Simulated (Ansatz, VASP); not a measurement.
Te2Mo: VASP beside Ansatz

```
Te Mo
1.0
     3.51820    0.00000    0.00000
    -1.75910    3.04685    0.00000
     0.00000    0.00000   13.97360
Te Mo
4 2
Direct
  0.33333 0.66667 0.62009
  0.66667 0.33333 0.12009
  0.33333 0.66667 0.87991
  0.66667 0.33333 0.37991
  0.33333 0.66667 0.25000
  0.66667 0.33333 0.75000
```

Alike in both runs: functional PBE; k mesh 14 × 14 × 3; occupations fermi-dirac, width 0.02 eV; no spin polarisation.

Ansatz relaxed the structure, and its values are those at the end. VASP's run is a single point on that final structure, the one shown.

|  | VASP | Ansatz |
| --- | --- | --- |
| version | VASP 6.6.1 | Ansatz 0.2.0 |
| potentials or method | VASP PAW PBE potentials, release 64 (Te, Mo_sv) | plane-wave PAW, scalar-relativistic |
| plane-wave cutoff (eV) | 520 | 420 |
| valence electrons in the cell | 52 | 92 |

|  | VASP | Ansatz | Ansatz less VASP |
| --- | --- | --- | --- |
| gap on the k mesh at the Fermi level (eV) | 0.73 | 0.74 | +0.005 |
| pressure (GPa) | 2.2 | 2.2 | -0.01 |
| rms of the force components (eV/Å) | 0.003 | 0.003 | +0.0004 |

With one functional, cell and mesh, what is left measures potentials, basis and numerics. VASP's potentials hold 52 valence electrons a cell and Ansatz's 92, so a difference there can come from the potentials and not from the codes. Ansatz's warnings: stress scf threshold loose.

Neither program's run includes spin-orbit coupling.
